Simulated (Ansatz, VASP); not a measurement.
## Two plane-wave programs on WS2

```
W S
1.0
     3.04826   -0.08598   -0.08598
    -1.59859    2.68286   -0.03147
    -0.64192   -0.64192   22.75901
W S
2 4
Cartesian
  -0.4542 1.3553 14.2948
  1.2620 0.5996 8.3468
  -0.2441 1.5655 6.8439
  1.1377 0.4754 12.7530
  -0.3299 1.4796 9.8886
  1.0518 0.3895 15.7977
```

Change from the starting cell: equal engineering shear yz, xz and xy -0.0550, equal normal strain along x, y and z -0.0250.

Alike in both runs: task single point; functional LDA; k mesh 12 × 12 × 2; occupations gaussian, width 0.05 eV; no spin polarisation.

|  | VASP | Ansatz |
| --- | --- | --- |
| version | VASP 6.6.1 | Ansatz 0.2.0 |
| potentials or method | VASP PAW LDA potentials, release 64 (W_sv, S), cutoff 520 eV | scalar-relativistic, plane waves, PAW |
| valence electrons in the cell | 52 | 52 |

Ansatz gave:

- gap on the k mesh at the Fermi level (eV): 1.22
- least direct gap on the mesh (eV): 2.06
- rms of the force components (eV/Å): 1.282

**Question.** What did VASP give for the same quantities?

**Answer.** gap on the k mesh at the Fermi level (eV): 1.23; least direct gap on the mesh (eV): 2.08; rms of the force components (eV/Å): 1.298.

Ansatz warns that its potentials were made for another functional, while VASP's fit it. LDA's correlation is that of Perdew and Zunger in VASP and of Perdew and Wang (1992) in Ansatz. Atom by atom the forces differ by 0.023 eV/Å (rms over components).

Neither program's run includes spin-orbit coupling.
